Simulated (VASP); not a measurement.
Crystal: LuHf4O.

```
CELL_PARAMETERS angstrom
2.98448 0.00000 0.00000
0.00000 2.98448 0.00000
0.00000 0.00000 11.24644
ATOMIC_POSITIONS crystal
Lu 0.00000 0.00000 0.50000
Hf 0.50000 0.50000 0.36453
Hf 0.50000 0.50000 0.86434
Hf 0.50000 0.50000 0.13566
Hf 0.50000 0.50000 0.63547
O 0.00000 0.00000 0.00000
```

The cell was built from a structure type or drawn by symmetry, and may not be a known phase.

| Quantity | Value |
| --- | --- |
| Program | VASP 6.6.1 |
| Task | relaxation of cell and atoms |
| Functional | PBE |
| Potentials or basis | VASP PAW PBE potentials, release 64 (Lu, Hf_pv, O) |
| Cutoff | 600 eV |
| k mesh | 6 × 6 × 2 |
| Occupations | gaussian, width 0.1 eV |
| Spin | no spin polarisation |

At the start: pressure 33.7 GPa; volume 16.70 Å³/atom.

Q: Where does the relaxation end?

A: Over 16 steps the energy falls by 1023.4 meV/atom and the volume is 20.25 Å³/atom (+21.3 %); space group P4/mmm (No. 123, to 0.1 Å) before and after.

The path:
```
step  energy change (eV)  largest force (eV/Å)  pressure (GPa)  volume (Å³)
   1              0.0000                4.9169           33.70       100.17
   2             -3.1208                1.4335          -13.45       159.89
   3             -4.1849                1.9389           -5.43       135.42
   4             -4.1890                1.9742           -4.78       134.18
   5             -5.2566                1.4995           -3.45       128.69
   6             -5.7634                1.2777           -0.09       123.04
   7             -5.7840                1.1733            1.32       121.27
   8             -6.0352                0.6211            0.00       122.61
   9             -6.0780                0.9503           -0.53       123.59
  10             -6.0796                0.8121           -0.49       123.41
  11             -6.1385                0.0843           -0.29       122.14
  12             -6.1386                0.0866           -0.33       122.10
  13             -6.1392                0.0628            0.48       121.05
  14             -6.1396                0.0687            0.14       121.48
  15             -6.1396                0.0679            0.18       121.43
  16             -6.1406                0.0397            0.13       121.53
```

Final structure:
```
CELL_PARAMETERS angstrom
3.01576 0.00000 0.00000
0.00000 3.01576 0.00000
0.00000 0.00000 13.36248
ATOMIC_POSITIONS crystal
Lu 0.00000 0.00000 0.50000
Hf 0.50000 0.50000 0.31736
Hf 0.50000 0.50000 0.89489
Hf 0.50000 0.50000 0.10511
Hf 0.50000 0.50000 0.68264
O 0.00000 0.00000 0.00000
```

Caveat: the volume moved by over 15 % at a fixed basis, so the end points are rough; an odd number of electrons without spin polarisation forces a metal; a magnetic or distorted state may lie lower.
